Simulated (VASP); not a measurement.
## PbO2: single point with PBE

The system is PbO2.

```
Pb O
1.0
     5.08227    0.00000    0.00000
     0.00000    5.08227    0.00000
     0.00000    0.00000    3.44170
Pb O
2 4
Cartesian
  0.0000 0.0000 0.0000
  2.5411 2.5411 1.7209
  1.5655 1.5655 0.0000
  4.1067 0.9756 1.7209
  0.9756 4.1067 1.7209
  3.5167 3.5167 0.0000
```

```yaml
Program: VASP 6.6.1
Task: single point
Functional: PBE
Potentials_or_basis: VASP PAW PBE potentials, release 64 (Pb_d, O)
Cutoff: 520 eV
k_mesh: 8 × 8 × 10
Occupations: gaussian, width 0.01 eV
Spin: no spin polarisation
Dipole_correction: no
Further_INCAR_settings: ALGO = Normal; EDIFF = 1e-06; NBANDS = 35
```

```json
{
 "Pressure": "0.2 GPa",
 "Largest force": "0.015 eV/Å",
 "Band gap on the k mesh": "0.01 eV"
}
```

Forces on the atoms (eV/Å):
```
Pb   0.000  0.000  0.000
Pb   0.000  0.000  0.000
O   -0.010 -0.010  0.000
O   -0.010  0.010  0.000
O    0.010 -0.010  0.000
O    0.010  0.010  0.000
```

Stress tensor (GPa, compression positive):
```
0.15 0.00 0.00
0.00 0.15 0.00
0.00 0.00 0.38
```

Levels at points of the mesh, in eV from the valence-band top:
```
           k point  band 24  band 25  band 26  band 27  band 28  band 29
(0.00, 0.00, 0.00)    -0.62    -0.54    -0.54     0.11     3.89     5.76
(0.50, 0.00, 0.00)    -0.64    -0.35    -0.35     2.08     2.08     6.35
(0.50, 0.50, 0.00)    -0.67    -0.44    -0.44     2.48     2.48     6.54
(0.00, 0.00, 0.50)    -1.00    -0.71    -0.71     3.40     3.40     8.61
(0.50, 0.00, 0.50)    -0.69    -0.26    -0.26     3.67     3.67     7.02
(0.50, 0.50, 0.50)    -0.61    -0.47    -0.47     2.55     2.55     8.13
```

Wall time 100 s on 1 thread of Intel(R) Xeon(R) 6975P-C (Granite Rapids), on a shared host, peak memory 0.34 GiB.

Caveat: spin-orbit coupling is left out, which moves the levels of the heavy elements. A k mesh can miss the band edges.
